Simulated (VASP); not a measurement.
# InP (F-43m) in VASP: density of states with PBE

Aim: the density of states of InP with PBE.

Everything below comes from runs of VASP 6.6.1. Logs are shortened: lines on timing, memory, paths and dates and some standing lists are left out, and cuts for length are marked.

**1. The cell of the first run**

Symmetry: F-43m, No. 216, cubic system. The conventional cell has a = 5.904 Å, b = 5.904 Å, c = 5.904 Å, α = 90.00°, β = 90.00°, γ = 90.00°. In (site symmetry -43m) has 4 P at 2.56 Å within 3.4 Å. P (site symmetry -43m) has 4 In at 2.56 Å within 3.4 Å.

**2. Density of states, PBE**

File POSCAR:

```
InP
1.0
    0.0000000000      2.9519763857      2.9519763857
    2.9519763857      0.0000000000      2.9519763857
    2.9519763857      2.9519763857      0.0000000000
In P
1 1
Direct
    0.0000000000      0.0000000000      0.0000000000
    0.2500000000      0.2500000000      0.2500000000
```

File INCAR.step1:

```
ALGO = Normal
EDIFF = 1E-6
ENCUT = 400
GGA = PE
GGA_COMPAT = False
ISIF = 2
ISMEAR = 0
LASPH = True
LCHARG = True
LORBIT = 11
LREAL = False
LWAVE = False
NBANDS = 16
NEDOS = 2001
NELM = 120
PREC = Accurate
SIGMA = 0.1
```

File KPOINTS.step1:

```
k-points
0
Gamma
  4 4 4
```

File INCAR.step2:

```
ALGO = Normal
EDIFF = 1E-6
ENCUT = 400
GGA = PE
GGA_COMPAT = False
ICHARG = 11
ISIF = 2
ISMEAR = -5
LASPH = True
LCHARG = False
LORBIT = 10
LREAL = False
LWAVE = False
NBANDS = 16
NEDOS = 2001
NELM = 120
PREC = Accurate
SIGMA = 0.1
```

File KPOINTS.step2:

```
k-points
0
Gamma
  6 6 6
```

Potentials or basis: VASP PAW PBE potentials, release 64 (In_d, P).

The run is started by

```console
> cat potpaw_PBE.64/In_d/POTCAR potpaw_PBE.64/P/POTCAR > POTCAR
> cp INCAR.step1 INCAR
> cp KPOINTS.step1 KPOINTS
> mpirun -np 1 vasp_std > vasp.out
> cp INCAR.step2 INCAR
> cp KPOINTS.step2 KPOINTS
> mpirun -np 1 vasp_std > vasp.out
```

OUTCAR:

```text
EDIFF = 1E-6
   ENCUT = 400
   GGA = PE
   ICHARG = 11
   ISIF = 2
   ISMEAR = -5
   LASPH = True
   LORBIT = 10
   LREAL = False
   NELM = 120
   PREC = Accurate

 ion  position               nearest neighbor table
   1  0.000  0.000  0.000-   2 2.56   2 2.56   2 2.56   2 2.56
   2  0.250  0.250  0.250-   1 2.56   1 2.56   1 2.56   1 2.56

  LATTYP: Found a face centered cubic cell.
 ALAT       =     5.9039527714

  Lattice vectors:

 A1 = (   0.0000000000,   2.9519763857,   2.9519763857)
 A2 = (   2.9519763857,   0.0000000000,   2.9519763857)
 A3 = (   2.9519763857,   2.9519763857,   0.0000000000)

Analysis of symmetry for initial positions (statically):
=====================================================================
 Subroutine PRICEL returns:
 Original cell was already a primitive cell.

 Routine SETGRP: Setting up the symmetry group for a
 face centered cubic supercell.

 Subroutine GETGRP returns: Found 24 space group operations
 (whereof 24 operations were pure point group operations)
 out of a pool of 48 trial point group operations.

The static configuration has the point symmetry T_d .

Analysis of symmetry for dynamics (positions and initial velocities):
=====================================================================
 Subroutine PRICEL returns:
 Original cell was already a primitive cell.

 Routine SETGRP: Setting up the symmetry group for a
 face centered cubic supercell.

 Subroutine GETGRP returns: Found 24 space group operations
 (whereof 24 operations were pure point group operations)
 out of a pool of 48 trial point group operations.

The dynamic configuration has the point symmetry T_d .

 Subroutine INISYM returns: Found 24 space group operations
 (whereof 24 operations are pure point group operations),
 and found     1 'primitive' translations

----------------------------------------------------------------------------------------

                                     Primitive cell

  volume of cell :      51.4480

  direct lattice vectors                    reciprocal lattice vectors
     0.000000000  2.951976386  2.951976386    -0.169378049  0.169378049  0.169378049
     2.951976386  0.000000000  2.951976386     0.169378049 -0.169378049  0.169378049
     2.951976386  2.951976386  0.000000000     0.169378049  0.169378049 -0.169378049

  length of vectors
     4.174725040  4.174725040  4.174725040     0.293371386  0.293371386  0.293371386

  position of ions in fractional coordinates (direct lattice)
     0.000000000  0.000000000  0.000000000
     0.250000000  0.250000000  0.250000000

  ion indices of the primitive-cell ions
   primitive index   ion index
                 1           1
                 2           2

----------------------------------------------------------------------------------------

 KPOINTS: k-points

Automatic generation of k-mesh.
 Grid dimensions read from file:
 generate k-points for:    6    6    6

 Generating k-lattice:

  Cartesian coordinates                     Fractional coordinates (reciprocal lattice)
    -0.028229675  0.028229675  0.028229675     0.166666667  0.000000000  0.000000000
     0.028229675 -0.028229675  0.028229675     0.000000000  0.166666667  0.000000000
     0.028229675  0.028229675 -0.028229675     0.000000000  0.000000000  0.166666667

  Length of vectors
     0.048895231  0.048895231  0.048895231

  Shift w.r.t. Gamma in fractional coordinates (k-lattice)
     0.000000000  0.000000000  0.000000000

 TETIRR: Found     35 inequivalent tetrahedra from     1296

 Subroutine IBZKPT returns following result:
 ===========================================

 Found     16 irreducible k-points:

 Following reciprocal coordinates:
            Coordinates               Weight
  0.000000  0.000000  0.000000      1.000000
  0.166667  0.000000  0.000000      8.000000
  0.333333  0.000000  0.000000      8.000000
  0.500000  0.000000  0.000000      4.000000
  0.166667  0.166667  0.000000      6.000000
  0.333333  0.166667  0.000000     24.000000
[... 8 lines left out ...]
 -0.333333  0.333333  0.166667     24.000000
 -0.333333  0.500000  0.166667     12.000000
   k-points           NKPTS =     16   k-points in BZ     NKDIM =     16   number of bands    NBANDS=     16
   number of dos      NEDOS =   2001   number of ions     NIONS =      2
   total plane-waves  NPLWV =  21952
   dimension x,y,z NGX =    28 NGY =   28 NGZ =   28
   dimension x,y,z NGXF=    56 NGYF=   56 NGZF=   56
   ions per type =               1   1
   NGX,Y,Z   is equivalent  to a cutoff of  11.15, 11.15, 11.15 a.u.
   NGXF,Y,Z  is equivalent  to a cutoff of  22.30, 22.30, 22.30 a.u.
 SYSTEM =  unknown system
   PREC   = accura    normal or accurate (medium, high low for compatibility)
   ISTART =      0    job   : 0-new  1-cont  2-samecut
   ICHARG =     11    charge: 1-file 2-atom 10-const
   ISPIN  =      1    spin polarized calculation?
   LNONCOLLINEAR =      F non collinear calculations
   LSORBIT =      F    spin-orbit coupling
   LASPH  =      T    aspherical Exc in radial PAW
   ENCUT  =  400.0 eV  29.40 Ry    5.42 a.u.   6.81  6.81  6.81*2*pi/ulx,y,z
   NELM   =    120;   NELMIN=  2; NELMDL=  0     # of ELM steps
   EDIFF  = 0.1E-05   stopping-criterion for ELM
   LREAL  =      F    real-space projection
   EDIFFG = 0.1E-04   stopping-criterion for IOM
   NSW    =      0    number of steps for IOM
   IBRION =     -1    ionic relax: 0-MD 1-quasi-New 2-CG
   NFREE  =      0    steps in history (QN), initial steepest desc. (CG)
   ISIF   =      2    stress and relaxation
   ISYM   =      2    0-nonsym 1-usesym 2-fastsym
   POTIM  = 0.5000    time-step for ionic-motion
   TEBEG  =    0.0;   TEEND  =   0.0 temperature during run
   PSTRESS=    0.0 pullay stress
   NELECT =      18.0000    total number of electrons
   NUPDOWN=      -1.0000    fix difference up-down
   EMIN   =  10.00;   EMAX   =-10.00  energy-range for DOS
   EFERMI =   0.00;   METHOD = LEGACY
   ISMEAR =    -5;   SIGMA  =   0.10  broadening in eV -4-tet -1-fermi 0-gaus
   EFERMI_NEDOS =   21; number of points for ismear=-14 and -15
   IALGO  =     38    algorithm
   IMIX   =      4    mixing-type and parameters
     AMIX     =   0.40;   BMIX     =  1.00
     AMIX_MAG =   1.60;   BMIX_MAG =  1.00
  volume/ion in A,a.u.               =      25.72       173.59
  Fermi-wavevector in a.u.,A,eV,Ry     =   1.153567  2.179925 18.105499  1.330717
  Thomas-Fermi vector in A             =   2.290210
   LORBIT       =     10    0 simple, 1 ext, 2 COOP (PROOUT), +10 PAW based schemes
   GGA     = PE    functional components
   LHFCALC =     F    Hartree Fock is set to
   AEXX    =    0.0000 exact exchange contribution
   IVDW    =     0    specifies the selected vdW correction
   LEPSILON=     F    determine dielectric tensor
   LRPA    =     F    only Hartree local field effects (RPA)
 non-spin polarized calculation
 Fermi weights with tetrahedron method with Bloechl corrections
  energy-cutoff  :      400.00
  volume of cell :       51.45
 maximum number of plane-waves:       941

 number of electron      17.9999989 magnetization

 Free energy of the ion-electron system (eV)
  ---------------------------------------------------
  ext. energy  EPLUGINS =         0.00000000
  ---------------------------------------------------
  free energy    TOTEN  =        -8.38856234 eV

  energy without entropy =       -8.38856234  energy(sigma->0) =       -8.38856234

 E-fermi :   5.0048     XC(G=0):  -9.1658

 val. band max:        4.9970712631   @ k =   0.0000   0.0000   0.0000
 cond. band min:       5.5755812735   @ k =   0.0000   0.0000   0.0000
 fundamental gap:      0.5785100104
 Fermi energy:         5.0048228994

 k-point     1 :       0.0000    0.0000    0.0000
  band No.  band energies     occupation
      1      -9.1964      2.00000
      2      -9.1964      2.00000
      3      -9.1964      2.00000
      4      -9.0552      2.00000
      5      -9.0552      2.00000
      6      -6.3773      2.00000
[... 8 lines left out ...]
     15      14.3874      0.00000
     16      14.3874      0.00000

 k-point     2 :       0.1667    0.0000    0.0000
  band No.  band energies     occupation
      1      -9.2246      2.00000
      2      -9.1849      2.00000
      3      -9.1849      2.00000
      4      -9.0546      2.00000
      5      -9.0546      2.00000
      6      -6.0750      2.00000
[... 8 lines left out ...]
     15      13.5738      0.00000
     16      14.3890      0.00000

 k-point     3 :       0.3333    0.0000    0.0000
  band No.  band energies     occupation
      1      -9.2776      2.00000
      2      -9.1666      2.00000
      3      -9.1666      2.00000
      4      -9.0487      2.00000
      5      -9.0487      2.00000
      6      -5.2960      2.00000
[... 8 lines left out ...]
     15      14.0412      0.00000
     16      14.0412      0.00000

 k-point     4 :       0.5000    0.0000    0.0000
  band No.  band energies     occupation
      1      -9.3027      2.00000
      2      -9.1603      2.00000
      3      -9.1603      2.00000
      4      -9.0425      2.00000
      5      -9.0425      2.00000
      6      -4.7201      2.00000
[... 8 lines left out ...]
     15      15.5676      0.00000
     16      15.5676      0.00000
[... 172 lines left out ...]
 k-point    14 :       0.5000    0.3333    0.1667
  band No.  band energies     occupation
      1      -9.3156      2.00000
      2      -9.1461      2.00000
      3      -9.1289      2.00000
      4      -9.0728      2.00000
      5      -9.0381      2.00000
      6      -4.6884      2.00000
[... 8 lines left out ...]
     15      15.9835      0.00000
     16      16.6290      0.00000

 k-point    15 :      -0.3333    0.3333    0.1667
  band No.  band energies     occupation
      1      -9.3243      2.00000
      2      -9.1466      2.00000
      3      -9.1189      2.00000
      4      -9.0677      2.00000
      5      -9.0425      2.00000
      6      -4.2295      2.00000
[... 8 lines left out ...]
     15      15.9917      0.00000
     16      16.4552      0.00000

 k-point    16 :      -0.3333    0.5000    0.1667
  band No.  band energies     occupation
      1      -9.3425      2.00000
      2      -9.1297      2.00000
      3      -9.1067      2.00000
      4      -9.0812      2.00000
      5      -9.0348      2.00000
      6      -4.0326      2.00000
[... 8 lines left out ...]
     15      16.1590      0.00000
     16      16.8431      0.00000

------------------------ aborting loop because EDIFF is reached ----------------------------------------

  FORCE on cell =-STRESS in cart. coord.  units (eV):
  Direction    XX          YY          ZZ          XY          YZ          ZX
  --------------------------------------------------------------------------------------
  -------------------------------------------------------------------------------------
  Total        0.7112606      0.7112606      0.7112606      0.0000000      0.0000000      0.0000000
  in kB       22.1498447     22.1498447     22.1498447      0.0000000      0.0000000      0.0000000
  external PRESSURE =      22.1498447 kB  Pullay stress =       0.0000000 kB

 VOLUME and BASIS-vectors are now :
 -----------------------------------------------------------------------------
  energy-cutoff  :      400.00
  volume of cell :       51.45
      direct lattice vectors                 reciprocal lattice vectors
     0.000000000  2.951976386  2.951976386    -0.169378049  0.169378049  0.169378049
     2.951976386  0.000000000  2.951976386     0.169378049 -0.169378049  0.169378049
     2.951976386  2.951976386  0.000000000     0.169378049  0.169378049 -0.169378049

 POSITION                                       TOTAL-FORCE (eV/Angst)
 -----------------------------------------------------------------------------------
      0.00000      0.00000      0.00000        -0.000000      0.000000     -0.000000
      1.47599      1.47599      1.47599         0.000000     -0.000000      0.000000
 -----------------------------------------------------------------------------------
    total drift:                                0.000000      0.000000      0.000000

  FREE ENERGIE OF THE ION-ELECTRON SYSTEM (eV)
  ---------------------------------------------------
  free  energy   TOTEN  =        -8.3885623438 eV

  energy  without entropy=       -8.3885623438  energy(sigma->0) =       -8.38856234

 total charge

# of ion       s       p       d       tot
------------------------------------------
    1        0.827   0.750   9.898  11.474
    2        1.028   1.480   0.000   2.508
--------------------------------------------------
tot          1.855   2.229   9.898  13.982
```

Wall time 14 s (1 thread of Intel Xeon 6975P-C, shared host); peak memory 0.14 GiB.

Results:

```
Valence electrons inside the program's atomic spheres : In 11.47; P 2.51
```

Caveat: the k points lie up to 0.46 Å⁻¹ apart; spin-orbit coupling is left out, which moves the levels of the heavy elements.
